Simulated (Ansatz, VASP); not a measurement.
## Bi in VASP and in Ansatz

Contents of INCAR:

```
PREC     = Accurate       # precision mode
ENCUT    = 520            # plane-wave cutoff, eV
EDIFF    = 1E-8           # SCF threshold, eV
ISMEAR   = -1             # smearing method
SIGMA    = 0.03           # smearing width, eV
LREAL    = False          # projectors in reciprocal space
LASPH    = True           # aspherical terms in the spheres
NELM     = 100            # most SCF steps
ALGO     = Normal         # electronic algorithm
ISIF     = 2              # what is computed and relaxed
LWAVE    = False          # write WAVECAR
LCHARG   = False          # write CHGCAR
GGA      = PE             # functional
LEFG     = True         
NBANDS   = 22             # bands
```

The input KPOINTS:

```
Automatic mesh
0
Gamma
  11 11 11
```

File POSCAR:

```
Bi
1.0
    2.2048096880      1.2729474669      3.9540000000
   -2.2048096880      1.2729474669      3.9540000000
    0.0000000000     -2.5458949337      3.9540000000
Bi
2
Direct
    0.2338900000      0.2338900000      0.2338900000
    0.7661100000      0.7661100000      0.7661100000
```

Input for Ansatz:

```yaml
crystal:
  lattice:
    - [2.204809688, 1.2729474669, 3.954]
    - [-2.204809688, 1.2729474669, 3.954]
    - [0.0, -2.5458949337, 3.954]
  atoms:
    - { symbol: Bi, position: [0.23389, 0.23389, 0.23389] }
    - { symbol: Bi, position: [0.76611, 0.76611, 0.76611] }
kpoints:
  mp_grid: { grid: [11, 11, 11] }
scf:
  occupations: { method: fermi_dirac, width: 0.03 }
hamiltonian:
  xc: pbe
  pseudopotentials: { kind: all_electron, datasets: crystal }
output:
  forces: true
  stress: true
  eigenvalues: true
  efg: { contact_densities: true }
```

Change from the starting cell: equal xx and yy strain of -3 %, crystal datasets.

Alike in both runs: task electric field gradients; functional PBE; k mesh 11 × 11 × 11; occupations fermi-dirac, width 0.03 eV; no spin polarisation.

|  | VASP | Ansatz |
| --- | --- | --- |
| version | VASP 6.6.1 | Ansatz 0.2.0 |
| potentials or method | VASP PAW PBE potentials, release 64 (Bi_d), cutoff 520 eV | all-electron PAW with datasets made for the crystal, scalar-relativistic |

Ansatz gave:

```
pressure (GPa)                                                : 5.5
traceless stress, the component that is largest in VASP (GPa) : -0.86
rms of the force components (eV/Å)                            : 0.273
size of Vzz on the site where it differs most (V/Å²)          : 14.3
```

Question: What did VASP give for the same quantities?

Answer: Pressure (GPa): 5.5; traceless stress, the component that is largest in VASP (GPa): -0.86; rms of the force components (eV/Å): 0.277; size of Vzz on the site where it differs most (V/Å²): 12.0.

Atom by atom the forces differ by 0.005 eV/Å (rms over components). Ansatz ran all-electron here, and VASP with PAW potentials.

Neither program's run includes spin-orbit coupling.
